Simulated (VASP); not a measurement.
# GaS (P6_3/mmc) in VASP: notebook, part 2 of 2

VASP 6.6.1. Earlier steps stand in the parts before.

### 4 Electric field gradients, PBEsol

The input, INCAR:

```
SYSTEM = GaS
PREC = Accurate
ENCUT = 400
EDIFF = 1E-8
ISMEAR = -1
SIGMA = 0.02
LREAL = .False.
LASPH = .True.
NELM = 120
ALGO = Normal
ISIF = 2
LWAVE = .False.
LCHARG = .False.
GGA = PS
LEFG = .True.
NBANDS = 48
GGA_COMPAT = .False.
```

The input, KPOINTS:

```
regular mesh
0
Gamma
  14 14 3
  0 0 0
```

The input, POSCAR:

```
GaS
1.0
    3.5850000000      0.0000000000      0.0000000000
   -1.7925000000      3.1047010726      0.0000000000
    0.0000000000      0.0000000000     15.5000000000
Ga S
4 4
Direct
    0.3333333333      0.6666666667      0.1710183689
    0.6666666667      0.3333333333      0.6710183689
    0.3333333333      0.6666666667      0.3289816311
    0.6666666667      0.3333333333      0.8289816311
    0.3333333333      0.6666666667      0.6008025009
    0.6666666667      0.3333333333      0.1008025009
    0.3333333333      0.6666666667      0.8991974991
    0.6666666667      0.3333333333      0.3991974991
```

Potentials or basis: VASP PAW PBE potentials, release 64 (Ga_d, S).

Command:

```console
> cat potpaw_PBE.64/Ga_d/POTCAR potpaw_PBE.64/S/POTCAR > POTCAR
> mpirun -np 1 vasp_std > vasp.out
```

OUTCAR:

```text
SYSTEM = GaS
   PREC = Accurate
   ENCUT = 400
   EDIFF = 1E-8
   ISMEAR = -1
   LREAL = .False.
   LASPH = .True.
   NELM = 120
   ISIF = 2
   GGA = PS

 ion  position               nearest neighbor table
   1  0.333  0.667  0.171-   6 2.34   6 2.34   6 2.34   3 2.45
   2  0.667  0.333  0.671-   5 2.34   5 2.34   5 2.34   4 2.45
   3  0.333  0.667  0.329-   8 2.34   8 2.34   8 2.34   1 2.45
   4  0.667  0.333  0.829-   7 2.34   7 2.34   7 2.34   2 2.45
   5  0.333  0.667  0.601-   2 2.34   2 2.34   2 2.34
   6  0.667  0.333  0.101-   1 2.34   1 2.34   1 2.34
   7  0.333  0.667  0.899-   4 2.34   4 2.34   4 2.34
   8  0.667  0.333  0.399-   3 2.34   3 2.34   3 2.34

  LATTYP: Found a hexagonal cell.
 ALAT       =     3.5850000000
 C/A-ratio  =     4.3235704324

  Lattice vectors:

 A1 = (   3.5850000000,   0.0000000000,   0.0000000000)
 A2 = (  -1.7925000000,   3.1047010726,   0.0000000000)
 A3 = (   0.0000000000,   0.0000000000,  15.5000000000)

Analysis of symmetry for initial positions (statically):
=====================================================================
 Subroutine PRICEL returns:
 Original cell was already a primitive cell.

 Routine SETGRP: Setting up the symmetry group for a
 hexagonal supercell.

 Subroutine GETGRP returns: Found 24 space group operations
 (whereof 12 operations were pure point group operations)
 out of a pool of 24 trial point group operations.

The static configuration has the point symmetry D_3d.
 The point group associated with its full space group is D_6h.

Analysis of symmetry for dynamics (positions and initial velocities):
=====================================================================
 Subroutine PRICEL returns:
 Original cell was already a primitive cell.

 Routine SETGRP: Setting up the symmetry group for a
 hexagonal supercell.

 Subroutine GETGRP returns: Found 24 space group operations
 (whereof 12 operations were pure point group operations)
 out of a pool of 24 trial point group operations.

The dynamic configuration has the point symmetry D_3d.
 The point group associated with its full space group is D_6h.

 Subroutine INISYM returns: Found 24 space group operations
 (whereof 12 operations are pure point group operations),
 and found     1 'primitive' translations

----------------------------------------------------------------------------------------

                                     Primitive cell

  volume of cell :     172.5205

  direct lattice vectors                    reciprocal lattice vectors
     3.585000000  0.000000000  0.000000000     0.278940028  0.161046100  0.000000000
    -1.792500000  3.104701073  0.000000000     0.000000000  0.322092200  0.000000000
     0.000000000  0.000000000 15.500000000     0.000000000  0.000000000  0.064516129

  length of vectors
     3.585000000  3.585000000 15.500000000     0.322092200  0.322092200  0.064516129

  position of ions in fractional coordinates (direct lattice)
     0.333333333  0.666666667  0.171018369
     0.666666667  0.333333333  0.671018369
[... 116 lines left out ...]
   AEXX    =    0.0000 exact exchange contribution
   IVDW    =     0    specifies the selected vdW correction
   LEPSILON=     F    determine dielectric tensor
   LRPA    =     F    only Hartree local field effects (RPA)
 non-spin polarized calculation
  energy-cutoff  :      400.00
  volume of cell :      172.52
 maximum number of plane-waves:      3156
 NGX is ok and might be reduce to    24

 number of electron      76.0000007 magnetization

 Free energy of the ion-electron system (eV)
  ---------------------------------------------------
  ext. energy  EPLUGINS =         0.00000000
  ---------------------------------------------------
  free energy    TOTEN  =       -36.17146380 eV

  energy without entropy =      -36.17146380  energy(sigma->0) =      -36.17146380

 E-fermi :   4.2101     XC(G=0):  -9.6890

 val. band max:        3.8441246326   @ k =   0.0000   0.0000   0.0000
 cond. band min:       5.3336703667   @ k =   0.5000   0.0000   0.0000
 fundamental gap:      1.4895457340
 Fermi energy:         4.2100879453

 k-point     1 :       0.0000    0.0000    0.0000
  band No.  band energies     occupation
      1     -11.0863      2.00000
      2     -11.0827      2.00000
      3     -10.9507      2.00000
      4     -10.9507      2.00000
      5     -10.9506      2.00000
      6     -10.9506      2.00000
[... 1213 lines left out ...]
     47      10.1446      0.00000
     48      10.3265      0.00000

 [... further k-points ...]
[... 5 lines left out ...]
  --------------------------------------------------------------------------------------
  -------------------------------------------------------------------------------------
  Total       -1.1981248     -1.1981248     -0.6827690      0.0000000      0.0000000      0.0000000
  in kB      -11.1268442    -11.1268442     -6.3407956      0.0000000      0.0000000      0.0000000
  external PRESSURE =      -9.5314946 kB  Pullay stress =       0.0000000 kB

 VOLUME and BASIS-vectors are now :
 -----------------------------------------------------------------------------
  energy-cutoff  :      400.00
  volume of cell :      172.52
      direct lattice vectors                 reciprocal lattice vectors
     3.585000000  0.000000000  0.000000000     0.278940028  0.161046100  0.000000000
    -1.792500000  3.104701073  0.000000000     0.000000000  0.322092200  0.000000000
     0.000000000  0.000000000 15.500000000     0.000000000  0.000000000  0.064516129

 POSITION                                       TOTAL-FORCE (eV/Angst)
 -----------------------------------------------------------------------------------
     -0.00000      2.06980      2.65078        -0.000000     -0.000000      0.001645
      1.79250      1.03490     10.40078         0.000000     -0.000000      0.001645
     -0.00000      2.06980      5.09922        -0.000000      0.000000     -0.001645
      1.79250      1.03490     12.84922         0.000000      0.000000     -0.001645
     -0.00000      2.06980      9.31244        -0.000000      0.000000      0.126724
      1.79250      1.03490      1.56244         0.000000     -0.000000      0.126724
     -0.00000      2.06980     13.93756        -0.000000      0.000000     -0.126724
      1.79250      1.03490      6.18756         0.000000     -0.000000     -0.126724
 -----------------------------------------------------------------------------------
    total drift:                                0.000000     -0.000000      0.000000

  FREE ENERGIE OF THE ION-ELECTRON SYSTEM (eV)
  ---------------------------------------------------
  free  energy   TOTEN  =       -36.1714638003 eV

  energy  without entropy=      -36.1714638003  energy(sigma->0) =      -36.17146380

 Electric field gradients (V/A^2)
---------------------------------------------------------------------
 ion       V_xx      V_yy      V_zz      V_xy      V_xz      V_yz
---------------------------------------------------------------------
   1      36.276    36.281   -72.557     0.004     0.000    -0.000
   2      36.276    36.281   -72.557     0.004    -0.000     0.000
   3      36.276    36.281   -72.557     0.004    -0.000     0.000
   4      36.276    36.281   -72.557     0.004     0.000    -0.000
   5      26.825    26.826   -53.651     0.000     0.000    -0.000
   6      26.825    26.826   -53.651     0.000    -0.000     0.000
   7      26.825    26.826   -53.651     0.000    -0.000     0.000
   8      26.825    26.826   -53.651     0.000     0.000    -0.000
---------------------------------------------------------------------

 Electric field gradients after diagonalization (V/A^2)
 (convention: |V_zz| > |V_xx| > |V_yy|)
----------------------------------------------------------------------
 ion       V_xx      V_yy      V_zz     asymmetry (V_yy - V_xx)/ V_zz
----------------------------------------------------------------------
   1      36.283    36.274   -72.557       0.000
   2      36.283    36.274   -72.557       0.000
   3      36.283    36.274   -72.557       0.000
   4      36.283    36.274   -72.557       0.000
   5      26.826    26.825   -53.651       0.000
   6      26.826    26.825   -53.651       0.000
   7      26.826    26.825   -53.651       0.000
   8      26.826    26.825   -53.651       0.000
----------------------------------------------------------------------

           NMR quadrupolar parameters

 Cq : quadrupolar parameter    Cq=e*Q*V_zz/h
 eta: asymmetry parameters     (V_yy - V_xx)/ V_zz
 Q  : nuclear electric quadrupole moment in mb (millibarn)
----------------------------------------------------------------------
 ion       Cq(MHz)       eta       Q (mb)
----------------------------------------------------------------------
   1      -0.175       0.000       1.000
   2      -0.175       0.000       1.000
   3      -0.175       0.000       1.000
   4      -0.175       0.000       1.000
   5      -0.130       0.000       1.000
   6      -0.130       0.000       1.000
   7      -0.130       0.000       1.000
   8      -0.130       0.000       1.000
----------------------------------------------------------------------
```

Wall time 4.9 min (1 thread of AMD EPYC 7R13 (Zen 3), shared host); peak memory 0.32 GiB.

What came out:

| Property | Result |
| --- | --- |
| Free energy | -36.1715 eV |
| Pressure | -1.0 GPa |
| Largest force | 0.127 eV/Å |
| Band gap on the k mesh | 1.49 eV, indirect (least direct gap 1.61 eV) |

Forces on the atoms (eV/Å):
```
Ga   0.000  0.000  0.002
Ga   0.000  0.000  0.002
Ga   0.000  0.000 -0.002
Ga   0.000  0.000 -0.002
S    0.000  0.000  0.127
S    0.000  0.000  0.127
S    0.000  0.000 -0.127
S    0.000  0.000 -0.127
```

Stress tensor (GPa, compression positive):
```
-1.11  0.00  0.00
 0.00 -1.11  0.00
 0.00  0.00 -0.63
```

Levels at points of the mesh, in eV from the valence-band top:
| k point | band 36 | band 37 | band 38 | band 39 | band 40 | band 41 |
| --- | --- | --- | --- | --- | --- | --- |
| (0.00, 0.00, 0.00) | -1.39 | -1.39 | 0.00 | 1.61 | 2.31 | 2.77 |
| (0.50, 0.00, 0.00) | -2.36 | -2.23 | -1.68 | 1.49 | 1.66 | 1.98 |

Electric field gradients, principal values (V/Å²):
```tsv
atom	least	middle	greatest (by size)
1 Ga	36.274	36.283	-72.557
2 Ga	36.274	36.283	-72.557
3 Ga	36.274	36.283	-72.557
4 Ga	36.274	36.283	-72.557
5 S	26.825	26.826	-53.651
6 S	26.825	26.826	-53.651
7 S	26.825	26.826	-53.651
8 S	26.825	26.826	-53.651
```

Caveat: without QUAD_EFG the Cq values of the log hold for a quadrupole moment of 1 mb, not for the nuclei; the PAW data sets were made with another functional, which shifts forces and pressure a little; this functional lacks dispersion, which binds the layers, so the pressure and a relaxed spacing across them are unreliable.

### 5 Summary

```tsv
level	potentials or basis	gap on the mesh (eV)	pressure (GPa)	largest force (eV/Å)
PBE	VASP PAW PBE potentials, release 64 (Ga_d, S)	1.59	1.9	0.25
LDA	VASP PAW LDA potentials, release 64 (Ga_d, S)	1.45	-2.9	0.26
PBEsol	VASP PAW PBE potentials, release 64 (Ga_d, S)	1.49	-1.0	0.13
```

Some of these runs hold the atoms at other places in the same cell, which the table doesn't show; runs alike in all that it shows share one row.

Alike in all rows: task electric field gradients; no spin polarisation; cell as given; k mesh 14 × 14 × 3; cutoff (eV) 400; smearing fermi-dirac 0.02 eV.

Caveats: this functional lacks dispersion, which binds the layers, so the pressure and a relaxed spacing across them are unreliable (some runs); the PAW data sets were made with another functional, which shifts forces and pressure a little (some runs).

Total energies depend on the potentials used, so only differences within one code and one set of settings carry meaning.

### 6 Against experiment

Step 2. A measured gap of GaS is 2.53 eV (indirect; 300 K; quoted in “Vapor-liquid-solid growth of highly-mismatched semiconductor nanowires with high-fidelity van der Waals layer stacking”, 2022, arxiv:2211.03366); the calculated 1.59 eV misses it by -0.94 eV. 2 values of this kind are on record (2.53 to 2.59 eV); this one was drawn at random. Spin-orbit coupling on Ga is left out. The value is that of PBE on a finite k mesh, which can miss the band edges, without temperature or zero-point motion. Semilocal functionals fall short of measured gaps as a rule.
